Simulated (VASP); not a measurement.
Input of a VASP 6.6.1 run:

Contents of INCAR:

```
PREC = Accurate ; ENCUT = 520
EDIFF = 1E-7 ; ISMEAR = 0
SIGMA = 0.01 ; LREAL = F
LASPH = T ; NELM = 80
ALGO = Normal ; ISIF = 2
LWAVE = F ; LCHARG = F
GGA = PE ; NBANDS = 18
```

File KPOINTS:

```
regular mesh
0
Gamma
  4 4 4
```

POSCAR

```
HfO2
1.0
   -0.0141400000      2.5798300000      2.5545800000
    2.6190300000     -0.0141600000      2.5546000000
    2.5705500000      2.5313700000      0.0343100000
Hf O
1 2
Direct
    0.9774627831      0.0326933708      0.0306645001
    0.2534700000      0.2413000000      0.2574000000
    0.7523100000      0.7520300000      0.6990200000
```

Potentials or basis: VASP PAW PBE potentials, release 64 (Hf_pv, O).

Run with:

```bash
$ cat potpaw_PBE.64/Hf_pv/POTCAR potpaw_PBE.64/O/POTCAR > POTCAR
$ mpirun -np 1 vasp_std > vasp.out
```

Task: Estimate the band gap on the k mesh.

Result: 3.75 eV, indirect (least direct gap 3.78 eV).

Task: Predict the largest force.

Result: 2.990 eV/Å.

Task: Estimate the pressure.

Result: 0.7 GPa.

Forces in eV/Å, atoms in the order of the input:
```
Hf  -1.334 -0.829  0.978
O   -0.468 -1.107  0.416
O    1.802  1.936 -1.394
```

Caveat: the k points lie up to 0.54 Å⁻¹ apart; spin-orbit coupling is left out, which moves the levels of the heavy elements; forces of over 1 eV/Å act on the atoms, so gaps and moduli don't describe the material at rest. A k mesh can miss the band edges.
